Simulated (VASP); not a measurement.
# Au in VASP: single point with r2SCAN

Aim: the single point of Au with r2SCAN.

Everything below comes from runs of VASP 6.6.1. Logs are shortened: lines on timing, memory, paths and dates and some standing lists are left out, and cuts for length are marked.

## (1) The cell of the first run

The cell holds a slab with vacuum, 7 atoms: a = 2.890 Å, b = 2.890 Å, c = 29.594 Å, α = 90.00°, β = 90.00°, γ = 120.00°.

## (2) Single point, r2SCAN

Contents of POSCAR:

```
Au
1.0
    2.8902925737      0.0000000000      0.0000000000
   -1.4451462869      2.5030667932      0.0000000000
    0.0000000000      0.0000000000     29.5941470806
Au
7
Direct
    0.3333333333      0.6666666667      0.2534284897
    0.6666666667      0.3333333333      0.3356189932
    0.3333333333      0.6666666667      0.4178094966
    0.6666666667      0.3333333333      0.5000000000
    0.3333333333      0.6666666667      0.5821905034
    0.6666666667      0.3333333333      0.6643810068
    0.3333333333      0.6666666667      0.7465715103
```

Contents of INCAR.step1:

```
SYSTEM = Au
ALGO = Normal ; DIPOL = 0.5 0.5 0.500
EDIFF = 1E-4 ; ENCUT = 520
GGA = PE ; IDIPOL = 3
ISMEAR = 0 ; LASPH = .TRUE.
LCHARG = .FALSE. ; LDIPOL = .TRUE.
LREAL = .FALSE. ; LWAVE = .TRUE.
NBANDS = 48 ; NELM = 80
PREC = Accurate ; SIGMA = 0.1
```

Contents of INCAR.step2:

```
SYSTEM = Au
ALGO = Normal ; DIPOL = 0.5 0.5 0.500
EDIFF = 1E-6 ; ENCUT = 520
IDIPOL = 3 ; ISIF = 2
ISMEAR = 0 ; ISTART = 1
LASPH = .TRUE. ; LCHARG = .TRUE.
LDIPOL = .TRUE. ; LELF = .TRUE.
LMIXTAU = .TRUE. ; LREAL = .FALSE.
LVACPOTAV = .TRUE. ; LVHAR = .TRUE.
LWAVE = .FALSE. ; METAGGA = R2SCAN
NBANDS = 48 ; NELM = 80
PREC = Accurate ; SIGMA = 0.1
```

Contents of KPOINTS:

```
k-points
0
G
  12 12 1
  0 0 0
```

Potentials or basis: VASP PAW PBE potentials, release 64 (Au).

Started as:

```bash
$ cat potpaw_PBE.64/Au/POTCAR > POTCAR
$ cp INCAR.step1 INCAR
$ mpirun -np 1 vasp_std > vasp.out
$ cp INCAR.step2 INCAR
$ mpirun -np 1 vasp_std > vasp.out
```

OUTCAR:

```text
SYSTEM = Au
   EDIFF = 1E-6
   ENCUT = 520
   ISIF = 2
   ISMEAR = 0
   ISTART = 1
   LASPH = .TRUE.
   LREAL = .FALSE.
   METAGGA = R2SCAN
   NELM = 80
   PREC = Accurate

 ion  position               nearest neighbor table
   1  0.333  0.667  0.253-   2 2.95   2 2.95   2 2.95
   2  0.667  0.333  0.336-   3 2.95   3 2.95   3 2.95   1 2.95   1 2.95   1 2.95
   3  0.333  0.667  0.418-   2 2.95   4 2.95   2 2.95   4 2.95   2 2.95   4 2.95
   4  0.667  0.333  0.500-   3 2.95   5 2.95   3 2.95   5 2.95   3 2.95   5 2.95
   5  0.333  0.667  0.582-   4 2.95   6 2.95   4 2.95   6 2.95   4 2.95   6 2.95
   6  0.667  0.333  0.664-   5 2.95   5 2.95   5 2.95   7 2.95   7 2.95   7 2.95
   7  0.333  0.667  0.747-   6 2.95   6 2.95   6 2.95

  LATTYP: Found a hexagonal cell.
 ALAT       =     2.8902925737
 C/A-ratio  =    10.2391527245

  Lattice vectors:

 A1 = (   2.8902925737,   0.0000000000,   0.0000000000)
 A2 = (  -1.4451462869,   2.5030667932,   0.0000000000)
 A3 = (   0.0000000000,   0.0000000000,  29.5941470806)

Analysis of symmetry for initial positions (statically):
=====================================================================
 Subroutine PRICEL returns:
 Original cell was already a primitive cell.

 Routine SETGRP: Setting up the symmetry group for a
 hexagonal supercell.

 Subroutine GETGRP returns: Found 12 space group operations
 (whereof 12 operations were pure point group operations)
 out of a pool of 24 trial point group operations.

The static configuration has the point symmetry D_3h.

Analysis of symmetry for dynamics (positions and initial velocities):
=====================================================================
 Subroutine PRICEL returns:
 Original cell was already a primitive cell.

 Routine SETGRP: Setting up the symmetry group for a
 hexagonal supercell.

 Subroutine GETGRP returns: Found 12 space group operations
 (whereof 12 operations were pure point group operations)
 out of a pool of 24 trial point group operations.

The dynamic configuration has the point symmetry D_3h.

 Subroutine INISYM returns: Found 12 space group operations
 (whereof 12 operations are pure point group operations),
 and found     1 'primitive' translations

----------------------------------------------------------------------------------------

                                     Primitive cell

  volume of cell :     214.1017

  direct lattice vectors                    reciprocal lattice vectors
     2.890292574  0.000000000  0.000000000     0.345985735  0.199754957  0.000000000
    -1.445146287  2.503066793  0.000000000     0.000000000  0.399509914  0.000000000
     0.000000000  0.000000000 29.594147081     0.000000000  0.000000000  0.033790465

  length of vectors
     2.890292574  2.890292574 29.594147081     0.399509914  0.399509914  0.033790465

  position of ions in fractional coordinates (direct lattice)
     0.333333333  0.666666667  0.253428490
     0.666666667  0.333333333  0.335618993
     0.333333333  0.666666667  0.417809497
     0.666666667  0.333333333  0.500000000
     0.333333333  0.666666667  0.582190503
     0.666666667  0.333333333  0.664381007
     0.333333333  0.666666667  0.746571510

  ion indices of the primitive-cell ions
   primitive index   ion index
                 1           1
                 2           2
                 3           3
                 4           4
                 5           5
                 6           6
                 7           7

----------------------------------------------------------------------------------------

 KPOINTS: k-points

Automatic generation of k-mesh.
 Grid dimensions read from file:
 generate k-points for:   12   12    1

 Generating k-lattice:

  Cartesian coordinates                     Fractional coordinates (reciprocal lattice)
     0.028832145  0.016646246  0.000000000     0.083333333  0.000000000  0.000000000
     0.000000000  0.033292493  0.000000000     0.000000000  0.083333333  0.000000000
     0.000000000  0.000000000  0.033790465     0.000000000  0.000000000  1.000000000

  Length of vectors
     0.033292493  0.033292493  0.033790465

  Shift w.r.t. Gamma in fractional coordinates (k-lattice)
     0.000000000  0.000000000  0.000000000

 Subroutine IBZKPT returns following result:
 ===========================================

 Found     19 irreducible k-points:

 Following reciprocal coordinates:
            Coordinates               Weight
  0.000000  0.000000  0.000000      1.000000
  0.083333 -0.000000  0.000000      6.000000
  0.166667  0.000000  0.000000      6.000000
  0.250000  0.000000  0.000000      6.000000
  0.333333 -0.000000  0.000000      6.000000
  0.416667  0.000000  0.000000      6.000000
[... 11 lines left out ...]
  0.333333  0.250000  0.000000     12.000000
  0.333333  0.333333  0.000000      2.000000
   k-points           NKPTS =     19   k-points in BZ     NKDIM =     19   number of bands    NBANDS=     48
   number of dos      NEDOS =    301   number of ions     NIONS =      7
   total plane-waves  NPLWV = 129024
   dimension x,y,z NGX =    24 NGY =   24 NGZ =  224
   dimension x,y,z NGXF=    48 NGYF=   48 NGZF=  448
   ions per type =               7
   NGX,Y,Z   is equivalent  to a cutoff of  13.80, 13.80, 12.58 a.u.
   NGXF,Y,Z  is equivalent  to a cutoff of  27.61, 27.61, 25.17 a.u.
 SYSTEM =  Au
   PREC   = accura    normal or accurate (medium, high low for compatibility)
   ISTART =      1    job   : 0-new  1-cont  2-samecut
   ICHARG =      0    charge: 1-file 2-atom 10-const
   ISPIN  =      1    spin polarized calculation?
   LNONCOLLINEAR =      F non collinear calculations
   LSORBIT =      F    spin-orbit coupling
   LASPH  =      T    aspherical Exc in radial PAW
   ENCUT  =  520.0 eV  38.22 Ry    6.18 a.u.   5.37  5.37 55.03*2*pi/ulx,y,z
   NELM   =     80;   NELMIN=  2; NELMDL=  0     # of ELM steps
   EDIFF  = 0.1E-05   stopping-criterion for ELM
   LREAL  =      F    real-space projection
[... 7 lines left out ...]
   TEBEG  =    0.0;   TEEND  =   0.0 temperature during run
   PSTRESS=    0.0 pullay stress
   NELECT =      77.0000    total number of electrons
   NUPDOWN=      -1.0000    fix difference up-down
   EMIN   =  10.00;   EMAX   =-10.00  energy-range for DOS
   EFERMI =   0.00;   METHOD = LEGACY
   ISMEAR =     0;   SIGMA  =   0.10  broadening in eV -4-tet -1-fermi 0-gaus
   EFERMI_NEDOS =   21; number of points for ismear=-14 and -15
   IALGO  =     38    algorithm
   IMIX   =      4    mixing-type and parameters
     AMIX     =   0.40;   BMIX     =  1.00
     AMIX_MAG =   1.60;   BMIX_MAG =  1.00
  volume/ion in A,a.u.               =      30.59       206.40
  Fermi-wavevector in a.u.,A,eV,Ry     =   1.164211  2.200040 18.441165  1.355387
  Thomas-Fermi vector in A             =   2.300752
   LORBIT       =      0    0 simple, 1 ext, 2 COOP (PROOUT), +10 PAW based schemes
   METAGGA = R2SCAN    functional components
   LHFCALC =     F    Hartree Fock is set to
   AEXX    =    0.0000 exact exchange contribution
   IVDW    =     0    specifies the selected vdW correction
   LEPSILON=     F    determine dielectric tensor
   LRPA    =     F    only Hartree local field effects (RPA)
 non-spin polarized calculation
 Gauss-broadening in eV      SIGMA  =   0.10
  energy-cutoff  :      520.00
  volume of cell :      214.10
 maximum number of plane-waves:      5871
 NGX is ok and might be reduce to    24
   NGX = 11   NGY = 11   NGZ =111

 dipolmoment           0.000000      0.000000      0.000000 electrons x Angstroem

 number of electron      77.0000010 magnetization

 dipolmoment           0.000000      0.000000     -0.000000 electrons x Angstroem

 Free energy of the ion-electron system (eV)
  ---------------------------------------------------
  ext. energy  EPLUGINS =         0.00000000
  ---------------------------------------------------
  free energy    TOTEN  =      -353.36207417 eV

  energy without entropy =     -353.34637450  energy(sigma->0) =     -353.35422434

 E-fermi :   2.8635     XC(G=0):  -8.1927

 val. band max:        2.8434906734   @ k =   0.4167   0.0833   0.0000
 cond. band min:       2.8805015875   @ k =   0.3333   0.1667   0.0000
 fundamental gap:      0.0370109140
 Fermi energy:         2.8635165037

 k-point     1 :       0.0000    0.0000    0.0000
  band No.  band energies     occupation
      1      -6.7569      2.00000
      2      -6.3272      2.00000
      3      -5.6828      2.00000
      4      -5.0106      2.00000
      5      -4.6219      2.00000
      6      -4.4706      2.00000
[... 40 lines left out ...]
     47       9.3409      0.00000
     48       9.3421      0.00000

 k-point     2 :       0.0833   -0.0000    0.0000
  band No.  band energies     occupation
      1      -6.5356      2.00000
      2      -6.1087      2.00000
      3      -5.4665      2.00000
      4      -4.7943      2.00000
      5      -4.4205      2.00000
      6      -4.2722      2.00000
[... 40 lines left out ...]
     47       9.4911      0.00000
     48       9.5052      0.00000

 k-point     3 :       0.1667    0.0000    0.0000
  band No.  band energies     occupation
      1      -5.9115      2.00000
      2      -5.5034      2.00000
      3      -4.8858      2.00000
      4      -4.2313      2.00000
      5      -3.9243      2.00000
      6      -3.7548      2.00000
[... 40 lines left out ...]
     47       9.9407      0.00000
     48       9.9901      0.00000

 k-point     4 :       0.2500    0.0000    0.0000
  band No.  band energies     occupation
      1      -5.0491      2.00000
      2      -4.7270      2.00000
      3      -4.2492      2.00000
      4      -3.7442      2.00000
      5      -3.5889      2.00000
      6      -3.3970      2.00000
[... 703 lines left out ...]
     47       9.8227      0.00000
     48       9.9238      0.00000

 k-point    18 :       0.3333    0.2500    0.0000
  band No.  band energies     occupation
      1      -3.4010      2.00000
      2      -3.3845      2.00000
      3      -3.2685      2.00000
      4      -3.1488      2.00000
      5      -3.0021      2.00000
      6      -2.9580      2.00000
[... 40 lines left out ...]
     47       8.8604      0.00000
     48       9.0469      0.00000

 k-point    19 :       0.3333    0.3333    0.0000
  band No.  band energies     occupation
      1      -3.2718      2.00000
      2      -3.0993      2.00000
      3      -3.0749      2.00000
      4      -3.0192      2.00000
      5      -2.9438      2.00000
      6      -2.9147      2.00000
[... 40 lines left out ...]
     47       8.5906      0.00000
     48       9.1414      0.00000

------------------------ aborting loop because EDIFF is reached ----------------------------------------

  FORCE on cell =-STRESS in cart. coord.  units (eV):
  Direction    XX          YY          ZZ          XY          YZ          ZX
  --------------------------------------------------------------------------------------
  -------------------------------------------------------------------------------------
  Total       -2.2518064     -2.2518064      0.1264768      0.0000000      0.0000000     -0.0000000
  in kB      -16.8508402    -16.8508402      0.9464582      0.0000000      0.0000000     -0.0000000
  external PRESSURE =     -10.9184074 kB  Pullay stress =       0.0000000 kB

 VOLUME and BASIS-vectors are now :
 -----------------------------------------------------------------------------
  energy-cutoff  :      520.00
  volume of cell :      214.10
      direct lattice vectors                 reciprocal lattice vectors
     2.890292574  0.000000000  0.000000000     0.345985735  0.199754957  0.000000000
    -1.445146287  2.503066793  0.000000000     0.000000000  0.399509914  0.000000000
     0.000000000  0.000000000 29.594147081     0.000000000  0.000000000  0.033790465

 POSITION                                       TOTAL-FORCE (eV/Angst)
 -----------------------------------------------------------------------------------
     -0.00000      1.66871      7.50000         0.000000      0.000000     -0.101656
      1.44515      0.83436      9.93236         0.000000      0.000000      0.120856
     -0.00000      1.66871     12.36472        -0.000000      0.000000      0.022204
      1.44515      0.83436     14.79707        -0.000000      0.000000      0.000000
     -0.00000      1.66871     17.22943        -0.000000      0.000000     -0.022204
      1.44515      0.83436     19.66179         0.000000      0.000000     -0.120856
     -0.00000      1.66871     22.09415         0.000000      0.000000      0.101656
 -----------------------------------------------------------------------------------
    total drift:                               -0.000001      0.000000      0.000000

  FREE ENERGIE OF THE ION-ELECTRON SYSTEM (eV)
  ---------------------------------------------------
  free  energy   TOTEN  =      -353.3620741745 eV

  energy  without entropy=     -353.3463745013  energy(sigma->0) =     -353.35422434

 vacuum level on the upper side and lower side of the slab         8.056         8.056
```

It took 11 min on 1 thread of Intel Xeon 6975P-C (Granite Rapids), shared host; peak memory 0.44 GiB.

What came out:

| Quantity | Value |
| --- | --- |
| Free energy | -353.3621 eV |
| Largest force | 0.121 eV/Å |
| Band gap on the k mesh | zero (an odd number of electrons rules out a gap without spin polarisation) |

Forces in eV/Å, atoms in the order of the input:
```
Au   0.000  0.000 -0.102
Au   0.000  0.000  0.121
Au   0.000  0.000  0.022
Au   0.000  0.000  0.000
Au   0.000  0.000 -0.022
Au   0.000  0.000 -0.121
Au   0.000  0.000  0.102
```

Caveat: the PAW data sets were made with another functional, which shifts forces and pressure a little; spin-orbit coupling is left out, which moves the levels of the heavy elements.

The gap in the log of VASP goes by the Fermi energy; the results here count the filled bands.